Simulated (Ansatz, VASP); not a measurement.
**One calculation of O, two programs**

```
O
1.0
     0.00000    2.17086    2.17086
     2.17086    0.00000    2.17086
     2.17086    2.17086    0.00000
O
2
Cartesian
  0.8085 0.9119 0.9555
  0.1071 0.2104 0.2541
```

Alike in both runs: functional PBE; k mesh 6 × 6 × 6; occupations fermi-dirac, width 0.1 eV; no spin polarisation.

Ansatz relaxed the structure, and its values are those at the end. VASP's run is a single point on that final structure, the one shown.

|  | VASP | Ansatz |
| --- | --- | --- |
| version | VASP 6.6.1 | Ansatz 0.2.0 |
| potentials or method | VASP PAW PBE potentials, release 64 (O_h), cutoff 1340 eV | plane waves, PAW |
| valence electrons in the cell | 12 | 12 |

VASP gave:

```
gap on the k mesh at the Fermi level (eV) : none
rms of the force components (eV/Å)        : 0.028
```

Problem. Which values does Ansatz return?

Solution. gap on the k mesh at the Fermi level (eV): none; rms of the force components (eV/Å): 0.000.

A gap of «none» marks a metal or a gap that the smearing closes.

The k mesh is coarse, so the values compare programs but aren't converged. Noted on VASP's run: spin is off for a triplet molecule.
